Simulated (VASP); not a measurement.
Wanted: the native input for a VASP 6.6.1 run.

| Quantity | Value |
| --- | --- |
| Task | single point |
| Functional | LDA |
| Potentials or basis | VASP PAW LDA potentials, release 64 (C, N) |
| Cutoff | 520 eV |
| k mesh | 4 × 4 × 4, shifted |
| Occupations | gaussian, width 0.01 eV |
| Spin | no spin polarisation |
| Dipole correction | no |
| Further INCAR settings | ALGO = Normal; EDIFF = 1e-06; NBANDS = 25 |

The structure of C3N4 lies in POSCAR:

```
C3N4
1.0
    3.4567650000      0.0000000000      0.0000000000
    0.0000000000      3.4567650000      0.0000000000
    0.0000000000      0.0000000000      3.4567650000
C N
3 4
Direct
    0.0000000000      0.0000000000      0.5000000000
    0.5000000000      0.0000000000      0.0000000000
    0.0000000000      0.5000000000      0.0000000000
    0.2456870000      0.2456870000      0.7543130000
    0.7543130000      0.7543130000      0.7543130000
    0.2456870000      0.7543130000      0.2456870000
    0.7543130000      0.2456870000      0.2456870000
```

These files were run (other wordings do the same):

INCAR

```
SYSTEM = C3N4
  PREC = Accurate
  ENCUT = 520
  EDIFF = 1E-6
  ISMEAR = 0
  SIGMA = 0.01
  LREAL = .False.
  LASPH = .True.
  NELM = 80
  ALGO = Normal
  ISIF = 2
  LWAVE = .False.
  LCHARG = .True.
  LELF = .True.
  LVHAR = .True.
  NBANDS = 25
```

KPOINTS

```
Automatic mesh
0
Gamma
  4 4 4
  0.5 0.5 0.5
```

Potentials or basis: VASP PAW LDA potentials, release 64 (C, N).

Command:

```sh
$ cat potpaw_LDA.64/C/POTCAR potpaw_LDA.64/N/POTCAR > POTCAR
$ mpirun -np 1 vasp_std > vasp.out
```

It gave:

* Pressure: -16.3 GPa
* Largest force: 0.322 eV/Å
* Band gap on the k mesh: 3.44 eV, direct

Run time: 5.2 s on 1 thread of AMD EPYC 7R13 Processor (Zen 3) (shared host), peak memory 0.1 GiB.
